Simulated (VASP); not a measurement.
# Ge (P6_3/mmc) in VASP: a series of runs

The runs below take Ge through single point, relaxation of cell and atoms, with LDA.

Everything below comes from runs of VASP 6.6.1. Logs are shortened: lines on timing, memory, paths and dates and some standing lists are left out, and cuts for length are marked.

### Step 1. The cell of the first run

It takes space group P6_3/mmc (No. 194, hexagonal). The conventional cell has a = 3.959 Å, b = 3.959 Å, c = 6.531 Å, α = 90.00°, β = 90.00°, γ = 120.00°. Ge (site symmetry 3m) has 4 Ge at 2.43 to 2.44 Å within 3.2 Å.

This isn't the form of Ge at room conditions, which is diamond.

### Step 2. Single point, LDA

File INCAR:

```
PREC     = Accurate       # precision mode
ENCUT    = 520            # plane-wave cutoff, eV
EDIFF    = 1E-6           # SCF threshold, eV
ISMEAR   = 0              # smearing method
SIGMA    = 0.1            # smearing width, eV
LREAL    = False          # projectors in reciprocal space
LASPH    = True           # aspherical terms in the spheres
NELM     = 60             # most SCF steps
ALGO     = Normal         # electronic algorithm
ISIF     = 2              # what is computed and relaxed
LWAVE    = False          # write WAVECAR
LCHARG   = False          # write CHGCAR
GGA      = CA             # functional
NBANDS   = 36             # bands
```

File KPOINTS:

```
Automatic mesh
0
Gamma
  12 12 6
```

File POSCAR:

```
Ge
1.0
    3.9592694801      0.0000000000      0.0000000000
   -1.9796347401      3.4288279502      0.0000000000
    0.0000000000      0.0000000000      6.5308545640
Ge
4
Direct
    0.6666666667      0.3333333333      0.0628399830
    0.3333333333      0.6666666667      0.5628399830
    0.6666666667      0.3333333333      0.4371600170
    0.3333333333      0.6666666667      0.9371600170
```

Potentials or basis: VASP PAW LDA potentials, release 64 (Ge_d).

Command:

```sh
cat potpaw_LDA.64/Ge_d/POTCAR > POTCAR
mpirun -np 1 vasp_std > vasp.out
```

OUTCAR:

```text
PREC = Accurate
   ENCUT = 520
   EDIFF = 1E-6
   ISMEAR = 0
   LREAL = False
   LASPH = True
   NELM = 60
   ISIF = 2
   GGA = CA

 ion  position               nearest neighbor table
   1  0.667  0.333  0.063-   4 2.43   4 2.43   4 2.43   3 2.44
   2  0.333  0.667  0.563-   3 2.43   3 2.43   3 2.43   4 2.44
   3  0.667  0.333  0.437-   2 2.43   2 2.43   2 2.43   1 2.44
   4  0.333  0.667  0.937-   1 2.43   1 2.43   1 2.43   2 2.44

  LATTYP: Found a hexagonal cell.
 ALAT       =     3.9592694801
 C/A-ratio  =     1.6495099909

  Lattice vectors:

 A1 = (   3.9592694801,   0.0000000000,   0.0000000000)
 A2 = (  -1.9796347401,   3.4288279502,   0.0000000000)
 A3 = (   0.0000000000,   0.0000000000,   6.5308545640)

Analysis of symmetry for initial positions (statically):
=====================================================================
 Subroutine PRICEL returns:
 Original cell was already a primitive cell.

 Routine SETGRP: Setting up the symmetry group for a
 hexagonal supercell.

 Subroutine GETGRP returns: Found 24 space group operations
 (whereof 12 operations were pure point group operations)
 out of a pool of 24 trial point group operations.

The static configuration has the point symmetry D_3d.
 The point group associated with its full space group is D_6h.

Analysis of symmetry for dynamics (positions and initial velocities):
=====================================================================
 Subroutine PRICEL returns:
 Original cell was already a primitive cell.

 Routine SETGRP: Setting up the symmetry group for a
 hexagonal supercell.

 Subroutine GETGRP returns: Found 24 space group operations
 (whereof 12 operations were pure point group operations)
 out of a pool of 24 trial point group operations.

The dynamic configuration has the point symmetry D_3d.
 The point group associated with its full space group is D_6h.

 Subroutine INISYM returns: Found 24 space group operations
 (whereof 12 operations are pure point group operations),
 and found     1 'primitive' translations

----------------------------------------------------------------------------------------

                                     Primitive cell

  volume of cell :      88.6606

  direct lattice vectors                    reciprocal lattice vectors
     3.959269480  0.000000000  0.000000000     0.252571846  0.145822423  0.000000000
    -1.979634740  3.428827950  0.000000000     0.000000000  0.291644846  0.000000000
     0.000000000  0.000000000  6.530854564     0.000000000  0.000000000  0.153119318

  length of vectors
     3.959269480  3.959269480  6.530854564     0.291644846  0.291644846  0.153119318

  position of ions in fractional coordinates (direct lattice)
     0.666666667  0.333333333  0.062839983
     0.333333333  0.666666667  0.562839983
     0.666666667  0.333333333  0.437160017
     0.333333333  0.666666667  0.937160017

  ion indices of the primitive-cell ions
   primitive index   ion index
                 1           1
                 2           2
                 3           3
                 4           4

----------------------------------------------------------------------------------------

 KPOINTS: Automatic mesh

Automatic generation of k-mesh.
 Grid dimensions read from file:
 generate k-points for:   12   12    6

 Generating k-lattice:

  Cartesian coordinates                     Fractional coordinates (reciprocal lattice)
     0.021047654  0.012151869  0.000000000     0.083333333  0.000000000  0.000000000
     0.000000000  0.024303737  0.000000000     0.000000000  0.083333333  0.000000000
     0.000000000  0.000000000  0.025519886     0.000000000  0.000000000  0.166666667

  Length of vectors
     0.024303737  0.024303737  0.025519886

  Shift w.r.t. Gamma in fractional coordinates (k-lattice)
     0.000000000  0.000000000  0.000000000

 Subroutine IBZKPT returns following result:
 ===========================================

 Found     76 irreducible k-points:

 Following reciprocal coordinates:
            Coordinates               Weight
  0.000000  0.000000  0.000000      1.000000
  0.083333 -0.000000  0.000000      6.000000
  0.166667  0.000000  0.000000      6.000000
  0.250000  0.000000  0.000000      6.000000
  0.333333  0.000000  0.000000      6.000000
  0.416667  0.000000  0.000000      6.000000
[... 16 lines left out ...]
  0.250000  0.000000  0.166667     12.000000
  0.333333  0.000000  0.166667     12.000000
 [... further k-points ...]
   k-points           NKPTS =     76   k-points in BZ     NKDIM =     76   number of bands    NBANDS=     36
   number of dos      NEDOS =    301   number of ions     NIONS =      4
   total plane-waves  NPLWV =  45000
   dimension x,y,z NGX =    30 NGY =   30 NGZ =   50
   dimension x,y,z NGXF=    60 NGYF=   60 NGZF=  100
   ions per type =               4
   NGX,Y,Z   is equivalent  to a cutoff of  12.60, 12.60, 12.73 a.u.
   NGXF,Y,Z  is equivalent  to a cutoff of  25.19, 25.19, 25.46 a.u.
 SYSTEM =  unknown system
   PREC   = accura    normal or accurate (medium, high low for compatibility)
   ISTART =      0    job   : 0-new  1-cont  2-samecut
   ICHARG =      2    charge: 1-file 2-atom 10-const
   ISPIN  =      1    spin polarized calculation?
   LNONCOLLINEAR =      F non collinear calculations
   LSORBIT =      F    spin-orbit coupling
   LASPH  =      T    aspherical Exc in radial PAW
   ENCUT  =  520.0 eV  38.22 Ry    6.18 a.u.   7.36  7.36 12.14*2*pi/ulx,y,z
   NELM   =     60;   NELMIN=  2; NELMDL= -5     # of ELM steps
   EDIFF  = 0.1E-05   stopping-criterion for ELM
   LREAL  =      F    real-space projection
   EDIFFG = 0.1E-04   stopping-criterion for IOM
   NSW    =      0    number of steps for IOM
   IBRION =     -1    ionic relax: 0-MD 1-quasi-New 2-CG
   NFREE  =      0    steps in history (QN), initial steepest desc. (CG)
   ISIF   =      2    stress and relaxation
   ISYM   =      2    0-nonsym 1-usesym 2-fastsym
   POTIM  = 0.5000    time-step for ionic-motion
   TEBEG  =    0.0;   TEEND  =   0.0 temperature during run
   PSTRESS=    0.0 pullay stress
   NELECT =      56.0000    total number of electrons
   NUPDOWN=      -1.0000    fix difference up-down
   EMIN   =  10.00;   EMAX   =-10.00  energy-range for DOS
   EFERMI =   0.00;   METHOD = LEGACY
   ISMEAR =     0;   SIGMA  =   0.10  broadening in eV -4-tet -1-fermi 0-gaus
   EFERMI_NEDOS =   21; number of points for ismear=-14 and -15
   IALGO  =     38    algorithm
   IMIX   =      4    mixing-type and parameters
     AMIX     =   0.40;   BMIX     =  1.00
     AMIX_MAG =   1.60;   BMIX_MAG =  1.00
  volume/ion in A,a.u.               =      22.17       149.58
  Fermi-wavevector in a.u.,A,eV,Ry     =   1.404626  2.654358 26.843929  1.972973
  Thomas-Fermi vector in A             =   2.527168
   LORBIT       =      0    0 simple, 1 ext, 2 COOP (PROOUT), +10 PAW based schemes
   GGA     = CA    functional components
   LHFCALC =     F    Hartree Fock is set to
   AEXX    =    0.0000 exact exchange contribution
   IVDW    =     0    specifies the selected vdW correction
   LEPSILON=     F    determine dielectric tensor
   LRPA    =     F    only Hartree local field effects (RPA)
 non-spin polarized calculation
 Gauss-broadening in eV      SIGMA  =   0.10
  energy-cutoff  :      520.00
  volume of cell :       88.66
 maximum number of plane-waves:      2424
 NGX is ok and might be reduce to    30
   NGX = 15   NGY = 15   NGZ = 25

 number of electron      56.0000036 magnetization

 Free energy of the ion-electron system (eV)
  ---------------------------------------------------
  ext. energy  EPLUGINS =         0.00000000
  ---------------------------------------------------
  free energy    TOTEN  =       -20.71838646 eV

  energy without entropy =      -20.71785219  energy(sigma->0) =      -20.71811932

 E-fermi :   5.0193     XC(G=0): -10.3847

 val. band max:        4.9556068350   @ k =   0.0000   0.0000   0.1667
 cond. band min:       5.0844210132   @ k =   0.0000   0.0000   0.0000
 fundamental gap:      0.1288141782
 Fermi energy:         5.0193282676

 k-point     1 :       0.0000    0.0000    0.0000
  band No.  band energies     occupation
      1     -20.0817      2.00000
      2     -20.0817      2.00000
      3     -20.0411      2.00000
      4     -20.0404      2.00000
      5     -20.0404      2.00000
      6     -20.0268      2.00000
[... 28 lines left out ...]
     35       9.5757      0.00000
     36      10.9574      0.00000

 k-point     2 :       0.0833   -0.0000    0.0000
  band No.  band energies     occupation
      1     -20.0868      2.00000
      2     -20.0833      2.00000
      3     -20.0461      2.00000
      4     -20.0431      2.00000
      5     -20.0405      2.00000
      6     -20.0205      2.00000
[... 28 lines left out ...]
     35       9.8944      0.00000
     36      11.4083      0.00000

 k-point     3 :       0.1667    0.0000    0.0000
  band No.  band energies     occupation
      1     -20.0955      2.00000
      2     -20.0867      2.00000
      3     -20.0555      2.00000
      4     -20.0492      2.00000
      5     -20.0396      2.00000
      6     -20.0109      2.00000
[... 28 lines left out ...]
     35      10.7225      0.00000
     36      10.7328      0.00000
[... 742 lines left out ...]
 k-point    23 :       0.2500    0.0000    0.1667
  band No.  band energies     occupation
      1     -20.0981      2.00000
      2     -20.0877      2.00000
      3     -20.0629      2.00000
      4     -20.0584      2.00000
      5     -20.0393      2.00000
      6     -20.0044      2.00000
[... 28 lines left out ...]
     35      11.2690      0.00000
     36      11.5888      0.00000

 k-point    24 :       0.3333    0.0000    0.1667
  band No.  band energies     occupation
      1     -20.0991      2.00000
      2     -20.0894      2.00000
      3     -20.0718      2.00000
      4     -20.0626      2.00000
      5     -20.0316      2.00000
      6     -19.9991      2.00000
[... 28 lines left out ...]
     35      12.0339      0.00000
     36      12.7267      0.00000

 [... further k-points ...]

------------------------ aborting loop because EDIFF is reached ----------------------------------------

  FORCE on cell =-STRESS in cart. coord.  units (eV):
  Direction    XX          YY          ZZ          XY          YZ          ZX
  --------------------------------------------------------------------------------------
  -------------------------------------------------------------------------------------
  Total        0.1013142      0.1013142      0.1191061     -0.0000000     -0.0000000      0.0000000
  in kB        1.8308389      1.8308389      2.1523550     -0.0000000     -0.0000000      0.0000000
  external PRESSURE =       1.9380109 kB  Pullay stress =       0.0000000 kB

 VOLUME and BASIS-vectors are now :
 -----------------------------------------------------------------------------
  energy-cutoff  :      520.00
  volume of cell :       88.66
      direct lattice vectors                 reciprocal lattice vectors
     3.959269480  0.000000000  0.000000000     0.252571846  0.145822423  0.000000000
    -1.979634740  3.428827950  0.000000000     0.000000000  0.291644846  0.000000000
     0.000000000  0.000000000  6.530854564     0.000000000  0.000000000  0.153119318

 POSITION                                       TOTAL-FORCE (eV/Angst)
 -----------------------------------------------------------------------------------
      1.97963      1.14294      0.41040         0.000000     -0.000000      0.001612
     -0.00000      2.28589      3.67583        -0.000000      0.000000      0.001612
      1.97963      1.14294      2.85503        -0.000000     -0.000000     -0.001612
     -0.00000      2.28589      6.12046        -0.000000      0.000000     -0.001612
 -----------------------------------------------------------------------------------
    total drift:                               -0.000000      0.000000     -0.000000

  FREE ENERGIE OF THE ION-ELECTRON SYSTEM (eV)
  ---------------------------------------------------
  free  energy   TOTEN  =       -20.7183864560 eV

  energy  without entropy=      -20.7178521890  energy(sigma->0) =      -20.71811932
```

Run time: 2.5 min. Hardware: 1 thread of Intel Xeon Platinum 8259CL at 2.50GHz (Skylake/Cascade Lake), shared host; peak memory 0.28 GiB.

What came out:

```yaml
Free_energy: -20.7184 eV
Pressure: 0.2 GPa
Band_gap_on_the_k_mesh: zero (bands 28 and 29 overlap by 0.13 eV)
```

Levels at points of the mesh, in eV from the Fermi level:
| k point | band 26 | band 27 | band 28 | band 29 | band 30 | band 31 |
| --- | --- | --- | --- | --- | --- | --- |
| (0.00, 0.00, 0.00) | -0.20 | -0.16 | 0.07 | 0.09 | 0.09 | 2.20 |
| (0.50, 0.00, 0.00) | -3.21 | -2.97 | -1.53 | 0.38 | 1.62 | 3.46 |
| (0.00, 0.00, 0.50) | -0.92 | -0.92 | -0.92 | 0.64 | 0.64 | 3.33 |
| (0.50, 0.00, 0.50) | -2.66 | -2.53 | -2.53 | 0.43 | 0.43 | 2.01 |

Caveat: semilocal functionals underestimate gaps, and a narrow one can read as zero.

(Part 1 of 2 ends here.)

The gap in the log of VASP goes by the Fermi energy; the results here count the filled bands.